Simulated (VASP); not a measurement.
Here is a VASP 6.6.1 calculation.

Contents of INCAR:

```
SYSTEM = Ti
  PREC = Accurate
  ENCUT = 520
  EDIFF = 1E-7
  ISMEAR = -1
  SIGMA = 0.08
  LREAL = .False.
  LASPH = .True.
  NELM = 60
  ALGO = Normal
  ISIF = 2
  LWAVE = .False.
  LCHARG = .True.
  GGA = PE
  LELF = .True.
  LVHAR = .True.
  NBANDS = 19
```

KPOINTS

```
Automatic mesh
0
Gamma
  12 12 12
  0 0 0
```

POSCAR

```
Ti
1.0
    0.0000000000      2.6942055839      2.6942055839
    2.6942055839      0.0000000000      2.6942055839
    2.6942055839      2.6942055839      0.0000000000
Ti
2
Direct
   -0.1250000000     -0.1250000000     -0.1250000000
    0.1250000000      0.1250000000      0.1250000000
```

Potentials or basis: VASP PAW PBE potentials, release 64 (Ti_sv).

The run is started by

```sh
$ cat potpaw_PBE.64/Ti_sv/POTCAR > POTCAR
$ mpirun -np 1 vasp_std > vasp.out
```

(1) Estimate the pressure.

(2) What does it give for the band gap on the k mesh?

Results:

(1) 7.0 GPa.

(2) zero (bands 12 and 13 overlap by 0.39 eV).

Caveat: the cell stands under pressure.
